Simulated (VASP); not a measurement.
Runs of VASP 6.6.1 on Re. The structure is that of space group P6_3/mmc (No. 194), or close to it. The cells are those of the table. 

| cell | gap on the mesh (eV) | pressure (GPa) |
| --- | --- | --- |
| a = 2.646, b = 2.646, c = 4.272 Å, angles 90.0, 90.0, 120.0°, 2 atoms | none | 61.1 |
| a = 2.761, b = 2.761, c = 4.458 Å, angles 90.0, 90.0, 120.0°, 2 atoms | none | (a) |
| a = 2.867, b = 2.867, c = 4.630 Å, angles 90.0, 90.0, 120.0°, 2 atoms | none | (b) |
| a = 2.797, b = 2.797, c = 4.517 Å, angles 90.0, 90.0, 120.0°, 2 atoms | none | -18.0 |
| a = 2.685, b = 2.685, c = 4.336 Å, angles 90.0, 90.0, 120.0°, 2 atoms | none | 34.4 |

Alike in all rows: task single point; level PBEsol; potentials or basis VASP PAW PBE potentials, release 64 (Re); no spin polarisation; k mesh 12 × 12 × 7; cutoff (eV) 520; smearing fermi-dirac 0.02 eV.

Q: Estimate the missing entries.

A: (a) -4.2; (b) -37.6.

Caveats: the PAW data sets were made with another functional, which shifts forces and pressure a little; spin-orbit coupling is left out, which moves the levels of the heavy elements.

A k mesh can miss the band edges, and the runs leave out spin-orbit coupling on Re.

A gap of «none» marks levels without a gap at the run's occupations.
